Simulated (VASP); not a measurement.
The system is CuO (Tenorite).

```
Cu O
1.0
     2.31296   -1.69024    0.00000
     2.31296    1.69024    0.00000
    -0.84892    0.00000    4.99106
Cu O
2 2
Direct
  0.49680 0.00320 0.50000
  0.00320 0.49680 0.00000
  0.40560 0.57140 0.75370
  0.57140 0.40560 0.25370
```

Base run:

- Program: VASP 6.6.1
- Functional: RPBE
- Potentials or basis: VASP PAW PBE potentials, release 64 (Cu_sv_GW, O)
- Cutoff: 700 eV
- k mesh: 10 × 10 × 5
- Occupations: fermi-dirac, width 0.05 eV
- Spin: no spin polarisation

Its results: band gap on the k mesh zero (band 25 reaches 6.72 eV, above the bottom of band 26 at 6.13 eV); pressure 16.8 GPa; largest force 0.922 eV/Å.

Task: The run is repeated on the same cell with these changes: functional from RPBE to LDA; potentials or basis from VASP PAW PBE potentials, release 64 (Cu_sv_GW, O) to VASP PAW LDA potentials, release 64 (Cu_sv_GW, O). What comes out?

Result: Band gap on the k mesh zero (band 25 reaches 6.13 eV, above the bottom of band 26 at 5.53 eV); pressure -4.7 GPa; largest force 0.819 eV/Å.

Caveats: semilocal functionals often make such compounds metallic where correlation or magnetic order opens a gap, which also shifts bond lengths; the PAW data sets were made with another functional, which shifts forces and pressure a little (some runs).
